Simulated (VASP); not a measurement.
Set up this calculation in VASP 6.6.1, as the native input.

```
Task                   : single point
Functional             : r2SCAN
Potentials or basis    : VASP PAW PBE potentials, release 64 (Al)
Cutoff                 : 520 eV
k mesh                 : 11 × 11 × 11
Occupations            : fermi-dirac, width 0.05 eV
Spin                   : no spin polarisation
Dipole correction      : no
Further INCAR settings : ALGO = Normal; EDIFF = 1e-06; NBANDS = 8
```

Crystal: Al.

```
CELL_PARAMETERS angstrom
0.00000 2.03821 2.03821
2.03821 0.00000 2.03821
2.03821 2.03821 0.00000
ATOMIC_POSITIONS crystal
Al 0.00000 0.00000 0.00000
```

These files were run (other wordings do the same):

POSCAR

```
Al
1.0
    0.0000000000      2.0382146954      2.0382146954
    2.0382146954      0.0000000000      2.0382146954
    2.0382146954      2.0382146954      0.0000000000
Al
1
Direct
    0.0000000000      0.0000000000      0.0000000000
```

INCAR.step1

```
  PREC = Accurate
  ENCUT = 520
  ISMEAR = -1
  SIGMA = 0.05
  LREAL = False
  LASPH = True
  NELM = 60
  NBANDS = 8
  GGA = PE
  ALGO = Normal
  EDIFF = 1E-4
  LWAVE = True
  LCHARG = False
```

INCAR.step2

```
  PREC = Accurate
  ENCUT = 520
  EDIFF = 1E-6
  ISMEAR = -1
  SIGMA = 0.05
  LREAL = False
  LASPH = True
  NELM = 60
  ALGO = Normal
  ISIF = 2
  LWAVE = False
  LCHARG = False
  METAGGA = R2SCAN
  LMIXTAU = True
  NBANDS = 8
  ISTART = 1
```

KPOINTS

```
Automatic mesh
0
Gamma
  11 11 11
```

Potentials or basis: VASP PAW PBE potentials, release 64 (Al).

Run with:

```bash
$ cat potpaw_PBE.64/Al/POTCAR > POTCAR
$ cp INCAR.step1 INCAR
$ mpirun -np 1 vasp_std > vasp.out
$ cp INCAR.step2 INCAR
$ mpirun -np 1 vasp_std > vasp.out
```

Results of the run:

```
Pressure : -5.1 GPa
```

Caveat: the PAW data sets were made with another functional, which shifts forces and pressure a little.

Wall time 11 s on 1 thread of Intel(R) Xeon(R) 6975P-C (Granite Rapids) (shared host), peak memory 0.13 GiB.
